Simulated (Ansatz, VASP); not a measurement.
Two plane-wave programs on Hf

```xyz
2
Lattice="3.1967 0.0000 0.0000 -1.5983 2.7684 0.0000 0.0000 0.0000 5.0578" Properties=species:S:1:pos:R:3 pbc="T T T"
Hf    1.5984    0.9228    3.7934
Hf    0.0000    1.8456    1.2645
```

Alike in both runs: task relaxation of cell and atoms; functional RPBE; dispersion D4; k mesh 10 × 10 × 5; occupations fermi-dirac, width 0.05 eV; no spin polarisation.

|  | VASP | Ansatz |
| --- | --- | --- |
| version | VASP 6.6.1 | Ansatz 0.2.0 |
| potentials or method | VASP PAW PBE potentials, release 64 (Hf_pv) | Ansatz PAW |
| plane-wave cutoff (eV) | 600 | 420 |
| valence electrons in the cell | 20 | 52 |

Ansatz gave:

* gap on the k mesh at the Fermi level, each at its own relaxed structure (eV): none
* relaxed volume (Å³/atom): 22.62
* relaxed cell length with the largest relative difference (Å): 5.066

**Question.** What did VASP give for the same quantities?

**Answer.** gap on the k mesh at the Fermi level, each at its own relaxed structure (eV): none; relaxed volume (Å³/atom): 22.51; relaxed cell length with the largest relative difference (Å): 5.056.

VASP's potentials were made for PBE, not for RPBE. A gap of «none» marks a metal or a gap that the smearing closes. VASP's potentials hold 20 valence electrons a cell and Ansatz's 52, so a difference there can come from the potentials and not from the codes.

Spin-orbit coupling is off throughout. Noted on Ansatz's run: the plane-wave basis is chosen anew once the cell has moved, so the energies of steps on either side of that aren't comparable.
